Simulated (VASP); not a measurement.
# Si2Ni (Fm-3m) in VASP: notebook, part 3 of 3

VASP 6.6.1.

**5. Relaxation of cell and atoms, PBE, target pressure 12 GPa, at which the enthalpy is minimised**

This run uses another cell than the first one, of 12.52 Å³/atom.

Contents of INCAR:

```
SYSTEM = Si2Ni
  ALGO = Normal
  EDIFF = 1E-7
  EDIFFG = -0.008
  ENCUT = 600
  GGA = PE
  IBRION = 2
  ISIF = 3
  ISMEAR = 0
  LASPH = .TRUE.
  LCHARG = .FALSE.
  LREAL = .FALSE.
  LWAVE = .FALSE.
  NELM = 100
  NSW = 70
  PREC = Accurate
  PSTRESS = 120.0
  SIGMA = 0.1
```

Contents of KPOINTS:

```
k-points
0
G
  14 14 14
  0 0 0
```

Contents of POSCAR:

```
Si2Ni
1.0
    0.0000000000      2.6582920322      2.6582920322
    2.6582920322      0.0000000000      2.6582920322
    2.6582920322      2.6582920322      0.0000000000
Si Ni
2 1
Direct
    0.2500000000      0.2500000000      0.2500000000
    0.7500000000      0.7500000000      0.7500000000
    0.0000000000      0.0000000000      0.0000000000
```

Potentials or basis: VASP PAW PBE potentials, release 64 (Si, Ni).

Launch:

```console
> cat potpaw_PBE.64/Si/POTCAR potpaw_PBE.64/Ni/POTCAR > POTCAR
> mpirun -np 1 vasp_std > vasp.out
```

OUTCAR:

```text
SYSTEM = Si2Ni
   EDIFF = 1E-7
   EDIFFG = -0.008
   ENCUT = 600
   GGA = PE
   IBRION = 2
   ISIF = 3
   ISMEAR = 0
   LASPH = .TRUE.
   LREAL = .FALSE.
   NELM = 100
   NSW = 70
   PREC = Accurate
   PSTRESS = 120.0

 ion  position               nearest neighbor table
   1  0.250  0.250  0.250-   3 2.30   3 2.30   3 2.30   3 2.30   2 2.66   2 2.66   2 2.66   2 2.66
                             2 2.66   2 2.66
   2  0.750  0.750  0.750-   3 2.30   3 2.30   3 2.30   3 2.30   1 2.66   1 2.66   1 2.66   1 2.66
                             1 2.66   1 2.66
   3  0.000  0.000  0.000-   2 2.30   2 2.30   2 2.30   1 2.30   2 2.30   1 2.30   1 2.30   1 2.30

  LATTYP: Found a face centered cubic cell.
 ALAT       =     5.3165840644

  Lattice vectors:

 A1 = (   0.0000000000,   2.6582920322,   2.6582920322)
 A2 = (   2.6582920322,   0.0000000000,   2.6582920322)
 A3 = (   2.6582920322,   2.6582920322,   0.0000000000)

Analysis of symmetry for initial positions (statically):
=====================================================================
 Subroutine PRICEL returns:
 Original cell was already a primitive cell.

 Routine SETGRP: Setting up the symmetry group for a
 face centered cubic supercell.

 Subroutine GETGRP returns: Found 48 space group operations
 (whereof 48 operations were pure point group operations)
 out of a pool of 48 trial point group operations.

The static configuration has the point symmetry O_h .
[... 241 lines left out ...]

 number of electron      18.0000008 magnetization

 Free energy of the ion-electron system (eV)
  ---------------------------------------------------
  ext. energy  EPLUGINS =         0.00000000
  ---------------------------------------------------
  free energy    TOTEN  =       -17.27388979 eV

  energy without entropy =      -17.26936024  energy(sigma->0) =      -17.27162502

 E-fermi :  11.2665     XC(G=0): -11.8126

 val. band max:       11.2445720289   @ k =   0.3571   0.2857   0.0714
 cond. band min:      11.2752805935   @ k =   0.1429   0.0714   0.0000
 fundamental gap:      0.0307085647
 Fermi energy:        11.2664502163

 k-point     1 :       0.0000    0.0000    0.0000
  band No.  band energies     occupation
      1      -3.1344      2.00000
      2       5.6623      2.00000
      3       5.6623      2.00000
      4       5.6623      2.00000
      5       7.4047      2.00000
      6       7.4047      2.00000
      7      11.2884      0.75661
      8      12.9603      0.00000
      9      12.9603      0.00000
     10      12.9603      0.00000
     11      13.3879      0.00000
     12      13.3879      0.00000
     13      13.3879      0.00000
[... 354 lines left out ...]
  band No.  band energies     occupation
      1      -1.9972      2.00000
      2       4.1805      2.00000
      3       5.8356      2.00000
      4       5.8771      2.00000
      5       6.8545      2.00000
      6       7.5486      2.00000
      7       8.6018      2.00000
      8       9.7565      2.00000
      9      10.4036      2.00000
     10      11.6900      0.00000
     11      14.1443      0.00000
     12      14.9737      0.00000
     13      15.3793      0.00000

 [... further k-points ...]

------------------------ aborting loop because EDIFF is reached ----------------------------------------

  FORCE on cell =-STRESS in cart. coord.  units (eV):
  Direction    XX          YY          ZZ          XY          YZ          ZX
  --------------------------------------------------------------------------------------
  -------------------------------------------------------------------------------------
  Total        2.8224105      2.8224105      2.8224105      0.0000000      0.0000000      0.0000000
  in kB      120.2238162    120.2238162    120.2238162      0.0000000      0.0000000      0.0000000
  external PRESSURE =       0.2238162 kB  Pullay stress =     120.0000000 kB
[... 22 lines left out ...]
  energy  without entropy=      -17.2693602405  energy(sigma->0) =      -17.27162502

  enthalpy is  TOTEN    =       -14.4567336512 eV   P V=        2.8171561401

 reached required accuracy - stopping structural energy minimisation
```

CONTCAR:

```text
Si2Ni
   1.00000000000000
    -0.0000000000000000    2.6593168559294691    2.6593168559294691
     2.6593168559294691   -0.0000000000000000    2.6593168559294691
     2.6593168559294691    2.6593168559294691    0.0000000000000000
  Si              Ni
     2     1
Direct
     0.2500000000000000    0.2500000000000000    0.2500000000000000
     0.7500000000000000    0.7500000000000000    0.7500000000000000
     0.0000000000000000    0.0000000000000000    0.0000000000000000

  0.00000000E+00  0.00000000E+00  0.00000000E+00
  0.00000000E+00  0.00000000E+00  0.00000000E+00
  0.00000000E+00  0.00000000E+00  0.00000000E+00
```

Run time: 2 min. Hardware: 1 thread of Intel Xeon Platinum 8488C (Sapphire Rapids), shared host; peak memory 0.22 GiB.

What came out:

- Free energy: -17.2739 eV
- Relaxed volume: 12.54 Å³/atom
- Relaxed cell: a = 3.761 Å, b = 3.761 Å, c = 3.761 Å, α = 60.00°, β = 60.00°, γ = 60.00°
- Space group after relaxing (to 0.1 Å): Fm-3m (No. 225)
- Energy change on relaxing (the run minimises the enthalpy): -1.1 meV/atom
- Ionic steps: 3
- Pressure after relaxing: 12.0 GPa
- Band gap on the k mesh: zero (bands 9 and 10 overlap by 2.12 eV)

The path:
```
step  energy change (eV)  largest force (eV/Å)  pressure (GPa)  volume (Å³)
   1              0.0000                0.0000           12.24        37.57
   2             -0.0077                0.0000           11.70        37.67
   3             -0.0033                0.0000           12.02        37.61
```

Final structure:
```xyz
3
Lattice="0.0000 2.6593 2.6593 2.6593 0.0000 2.6593 2.6593 2.6593 0.0000" Properties=species:S:1:pos:R:3 pbc="T T T"
Si    1.3297    1.3297    1.3297
Si    3.9890    3.9890    3.9890
Ni    0.0000    0.0000    0.0000
```

Caveat: the cell is relaxed towards a set pressure, so the run minimises the enthalpy, not the energy.

**6. Relaxation of cell and atoms, PBE, target pressure 4 GPa, at which the enthalpy is minimised**

This run uses another cell than the first one, of 13.12 Å³/atom.

Contents of INCAR:

```
SYSTEM = Si2Ni
PREC = Accurate ; ENCUT = 600
EDIFF = 1E-6 ; ISMEAR = 0
SIGMA = 0.1 ; LREAL = .FALSE.
LASPH = .TRUE. ; NELM = 80
ALGO = Normal ; ISIF = 3
LWAVE = .FALSE. ; LCHARG = .FALSE.
GGA = PE ; IBRION = 2
NSW = 70 ; EDIFFG = -0.008
PSTRESS = 40.0
```

Contents of KPOINTS:

```
Automatic mesh
0
G
  14 14 14
  0 0 0
```

Contents of POSCAR:

```
Si2Ni
1.0
    0.0000000000      2.6996469897      2.6996469897
    2.6996469897      0.0000000000      2.6996469897
    2.6996469897      2.6996469897      0.0000000000
Si Ni
2 1
Direct
    0.2500000000      0.2500000000      0.2500000000
    0.7500000000      0.7500000000      0.7500000000
    0.0000000000      0.0000000000      0.0000000000
```

Potentials or basis: VASP PAW PBE potentials, release 64 (Si, Ni).

Launch:

```console
> cat potpaw_PBE.64/Si/POTCAR potpaw_PBE.64/Ni/POTCAR > POTCAR
> mpirun -np 1 vasp_std > vasp.out
```

OUTCAR:

```text
SYSTEM = Si2Ni
   PREC = Accurate
   ENCUT = 600
   EDIFF = 1E-6
   ISMEAR = 0
   LREAL = .FALSE.
   LASPH = .TRUE.
   NELM = 80
   ISIF = 3
   GGA = PE
   IBRION = 2
   NSW = 70
   EDIFFG = -0.008
   PSTRESS = 40.0

 ion  position               nearest neighbor table
   1  0.250  0.250  0.250-   3 2.34   3 2.34   3 2.34   3 2.34   2 2.70   2 2.70   2 2.70   2 2.70
                             2 2.70   2 2.70
   2  0.750  0.750  0.750-   3 2.34   3 2.34   3 2.34   3 2.34   1 2.70   1 2.70   1 2.70   1 2.70
                             1 2.70   1 2.70
   3  0.000  0.000  0.000-   1 2.34   2 2.34   2 2.34   2 2.34   2 2.34   1 2.34   1 2.34   1 2.34

  LATTYP: Found a face centered cubic cell.
 ALAT       =     5.3992939794

  Lattice vectors:

 A1 = (   0.0000000000,   2.6996469897,   2.6996469897)
 A2 = (   2.6996469897,   0.0000000000,   2.6996469897)
 A3 = (   2.6996469897,   2.6996469897,   0.0000000000)

Analysis of symmetry for initial positions (statically):
=====================================================================
 Subroutine PRICEL returns:
 Original cell was already a primitive cell.

 Routine SETGRP: Setting up the symmetry group for a
 face centered cubic supercell.
[... 180 lines left out ...]
  external PRESSURE =      -1.8734587 kB  Pullay stress =      40.0000000 kB
[... 65 lines left out ...]
--------------------------------------- Ionic step        3  -------------------------------------------

 number of electron      18.0000005 magnetization

 Free energy of the ion-electron system (eV)
  ---------------------------------------------------
  ext. energy  EPLUGINS =         0.00000000
  ---------------------------------------------------
  free energy    TOTEN  =       -17.35882940 eV

  energy without entropy =      -17.35452646  energy(sigma->0) =      -17.35667793

 E-fermi :  10.5587     XC(G=0): -11.6058

 val. band max:       10.5263390587   @ k =  -0.0714   0.0714   0.0000
 cond. band min:      10.5894219388   @ k =  -0.4286   0.4286   0.0714
 fundamental gap:      0.0630828801
 Fermi energy:        10.5587466751

 k-point     1 :       0.0000    0.0000    0.0000
  band No.  band energies     occupation
      1      -3.3769      2.00000
      2       5.2893      2.00000
      3       5.2893      2.00000
      4       5.2893      2.00000
      5       6.9875      2.00000
      6       6.9875      2.00000
      7      10.2487      1.99999
      8      12.2240      0.00000
      9      12.2240      0.00000
     10      12.2240      0.00000
     11      12.7931      0.00000
     12      12.7931      0.00000
     13      12.7931      0.00000
[... 354 lines left out ...]
  band No.  band energies     occupation
      1      -2.2775      2.00000
      2       3.7491      2.00000
      3       5.4506      2.00000
      4       5.4950      2.00000
      5       6.4546      2.00000
      6       7.1196      2.00000
      7       8.0821      2.00000
      8       9.1965      2.00000
      9       9.7607      2.00000
     10      10.9229      0.00000
     11      13.5188      0.00000
     12      14.1011      0.00000
     13      14.6208      0.00000

 [... further k-points ...]

------------------------ aborting loop because EDIFF is reached ----------------------------------------

  FORCE on cell =-STRESS in cart. coord.  units (eV):
  Direction    XX          YY          ZZ          XY          YZ          ZX
  --------------------------------------------------------------------------------------
  -------------------------------------------------------------------------------------
  Total        0.9945584      0.9945584      0.9945584     -0.0000000      0.0000000      0.0000000
  in kB       40.5139276     40.5139276     40.5139276     -0.0000000      0.0000000      0.0000000
  external PRESSURE =       0.5139276 kB  Pullay stress =      40.0000000 kB
[... 22 lines left out ...]
  energy  without entropy=      -17.3545264645  energy(sigma->0) =      -17.35667793

  enthalpy is  TOTEN    =       -16.3768871943 eV   P V=        0.9819422059

 reached required accuracy - stopping structural energy minimisation
```

OSZICAR:

```text
N       E                     dE             d eps       ncg     rms          rms(c)
DAV:   1     0.786441752729E+02    0.78644E+02   -0.87925E+03  2704   0.159E+03
DAV:   2    -0.145554114025E+02   -0.93200E+02   -0.87890E+02  2749   0.270E+02
DAV:   3    -0.193017233403E+02   -0.47463E+01   -0.46105E+01  3580   0.669E+01
DAV:   4    -0.194006777140E+02   -0.98954E-01   -0.98776E-01  3203   0.897E+00
[... 21 lines left out ...]
DAV:   2    -0.173615972186E+02   -0.18869E-02   -0.19676E-02  3321   0.373E+00    0.460E-01
DAV:   3    -0.173588486010E+02    0.27486E-02   -0.91783E-03  3254   0.258E+00    0.456E-02
DAV:   4    -0.173588314688E+02    0.17132E-04   -0.20334E-04  2819   0.130E-01    0.142E-02
DAV:   5    -0.173588294134E+02    0.20553E-05   -0.87080E-06  3598   0.637E-02    0.462E-03
DAV:   6    -0.173588294002E+02    0.13254E-07   -0.70793E-07  1667   0.128E-02
   3 F= -.16376887E+02 E0= -.16374736E+02  d E =0.261077E-05
```

Run time: 42 s. Hardware: 1 thread of Intel Xeon 6975P-C (Granite Rapids), shared host; peak memory 0.23 GiB.

Results:

```yaml
Free_energy: -17.3588 eV
Relaxed_volume: 13.11 Å³/atom
Relaxed_cell: a = 3.817 Å, b = 3.817 Å, c = 3.817 Å, α = 60.00°, β = 60.00°, γ = 60.00°
Space_group_after_relaxing_to_0.1_Å: Fm-3m (No. 225)
Energy_change_on_relaxing_the_run_minimises_the_enthalpy: +0.2 meV/atom
Ionic_steps: 3
Pressure_after_relaxing: 4.1 GPa
Band_gap_on_the_k_mesh: zero (bands 9 and 10 overlap by 2.12 eV)
```

Step by step:
```
step  energy change (eV)  largest force (eV/Å)  pressure (GPa)  volume (Å³)
   1              0.0000                0.0000            3.81        39.35
   2              0.0023                0.0000            4.40        39.26
   3              0.0005                0.0000            4.05        39.33
```

Final structure:
```
Si Ni
1.0
     0.00000    2.69920    2.69920
     2.69920    0.00000    2.69920
     2.69920    2.69920    0.00000
Si Ni
2 1
Direct
  0.25000 0.25000 0.25000
  0.75000 0.75000 0.75000
  0.00000 0.00000 0.00000
```

Levels at points of the mesh, in eV from the Fermi level:
```
           k point  band 7  band 8  band 9  band 10  band 11  band 12
(0.00, 0.00, 0.00)   -0.31    1.67    1.67     1.67     2.23     2.23
(0.50, 0.00, 0.00)   -3.38   -1.50   -1.50     1.75     1.77     1.77
(0.50, 0.50, 0.00)   -3.66   -3.49   -3.16    -0.45     1.37     7.69
```

Caveat: the cell is relaxed towards a set pressure, so the run minimises the enthalpy, not the energy. Spin polarisation is off, so any magnetic state and its effect on volume and gap are missing.

**7. The runs side by side**

| cell | gap on the mesh (eV) | pressure (GPa) |
| --- | --- | --- |
| relaxed to 90 GPa from a = 3.495 Å, angles 60.0°, 3 atoms | none | 90.1 |
| relaxed to 50 GPa from a = 3.592 Å, angles 60.0°, 3 atoms | none | 50.0 |
| relaxed to 25 GPa from a = 3.683 Å, angles 60.0°, 3 atoms | none | 25.0 |
| relaxed to 12 GPa from a = 3.759 Å, angles 60.0°, 3 atoms | none | 12.0 |
| relaxed to 4 GPa from a = 3.818 Å, angles 60.0°, 3 atoms | none | 4.1 |

Alike in all rows: task relaxation of cell and atoms; level PBE; potentials or basis VASP PAW PBE potentials, release 64 (Si, Ni); no spin polarisation; k mesh 14 × 14 × 14; cutoff (eV) 600; smearing gaussian 0.1 eV.

Caveats: the cell is relaxed towards a set pressure, so the run minimises the enthalpy, not the energy.

Total energies depend on the potentials used, so only differences within one code and one set of settings carry meaning.
